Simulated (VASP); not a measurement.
Set up this calculation in VASP 6.6.1, as the native input.

- Task: single point
- Functional: PBEsol
- Potentials or basis: VASP PAW PBE potentials, release 64 (Pd)
- Cutoff: 520 eV
- k mesh: 12 × 12 × 12
- Occupations: fermi-dirac, width 0.05 eV
- Spin: non-collinear spin, zero start, spin-orbit coupling
- Starting moments: [[0.0, 0.0, 0.0]] μB
- Dipole correction: no
- Further INCAR settings: ALGO = Normal; EDIFF = 1e-06; NBANDS = 21

The structure of Pd lies in POSCAR:

```
Pd
1.0
   -1.5722810000      1.5722810000      1.5722810000
    1.5722810000     -1.5722810000      1.5722810000
    1.5722810000      1.5722810000     -1.5722810000
Pd
1
Direct
    0.0000000000      0.0000000000      0.0000000000
```

These files were run (other wordings do the same):

INCAR

```
SYSTEM = Pd
PREC = Accurate ; ENCUT = 520
EDIFF = 1E-6 ; ISMEAR = -1
SIGMA = 0.05 ; LREAL = .FALSE.
LASPH = .TRUE. ; NELM = 150
ALGO = Normal ; ISIF = 2
LWAVE = .FALSE. ; LCHARG = .FALSE.
LNONCOLLINEAR = .TRUE. ; MAGMOM = 0 0 0
LORBIT = 11 ; LSORBIT = .TRUE.
GGA_COMPAT = .FALSE. ; LORBMOM = .TRUE.
LMAXMIX = 4 ; GGA = PS
NBANDS = 21
```

KPOINTS

```
regular mesh
0
G
  12 12 12
  0 0 0
```

Potentials or basis: VASP PAW PBE potentials, release 64 (Pd).

The run is started by

```console
$ cat potpaw_PBE.64/Pd/POTCAR > POTCAR
$ mpirun -np 1 vasp_ncl > vasp.out
```

It gave:

```json
{"Pressure": "-10.1 GPa", "Net moment": "0.00 μB per cell", "Valence electrons inside the program's atomic spheres": "Pd 9.33"}
```

Caveat: the PAW data sets were made with another functional, which shifts forces and pressure a little.

Wall time 36 s on 1 thread of AMD EPYC 7R43 64-Core Processor (Zen 3) (shared host), peak memory 0.14 GiB.
